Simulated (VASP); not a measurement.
KVF3:

```
K V F
1.0
     4.13100    0.00000    0.00000
     0.00000    4.13100    0.00000
     0.00000    0.00000    4.13100
K V F
1 1 3
Direct
  0.00000 0.00000 0.00000
  0.50000 0.50000 0.50000
  0.50000 0.50000 0.00000
  0.00000 0.50000 0.50000
  0.50000 0.00000 0.50000
```

Base run:

```yaml
Program: VASP 6.6.1
Functional: LDA
Potentials_or_basis: VASP PAW LDA potentials, release 64 (K_sv, V_sv, F)
Cutoff: 520 eV
k_mesh: 5 × 5 × 5
Occupations: gaussian, width 0.05 eV
Spin: collinear spin, ferromagnetic start
Starting_moments: "[0.0, 3.0, 0.0, 0.0, 0.0] μB"
Hubbard_terms: V d U = 3.0 eV
```

Its results: pressure -3.5 GPa.

Problem. The run is repeated on the same cell with these changes: spin from collinear spin, ferromagnetic start to no spin polarisation; further incar settings from ALGO = Normal; EDIFF = 1e-07; NBANDS = 34 to ALGO = Normal; EDIFF = 1e-06; NBANDS = 30. What comes out?

Solution. Pressure -7.9 GPa.

Caveats: an odd number of electrons without spin polarisation forces a metal (some runs); a magnetic or distorted state may lie lower (some runs); U without spin polarisation on a metal has little footing (some runs).
